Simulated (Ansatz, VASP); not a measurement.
**P in VASP and in Ansatz**

```
P
1.0
    -4.27290    0.00000    0.00000
     0.00000   -4.27290    0.00000
     0.00000    0.00000    8.75600
P
2
Cartesian
  0.0000 0.0000 0.0000
  0.0000 0.0000 4.3780
```

Alike in both runs: task single point; functional r2SCAN; k mesh 11 × 11 × 6; occupations gaussian, width 0.15 eV; no spin polarisation.

|  | VASP | Ansatz |
| --- | --- | --- |
| version | VASP 6.6.1 | Ansatz 0.2.0 |
| potentials or method | VASP PAW PBE potentials, release 64 (P), cutoff 550 eV | scalar-relativistic, plane waves, PAW |
| valence electrons in the cell | 10 | 10 |

```csv
,VASP,Ansatz,Ansatz less VASP
gap on the k mesh at the Fermi level (eV),none,none,-
pressure (GPa),-4.0,-4.0,+0.01
"traceless stress, the component that is largest in VASP (GPa)",0.28,0.28,+0.001
```

VASP's potentials were made for PBE, not for r2SCAN. A gap of «none» marks a metal or a gap that the smearing closes.
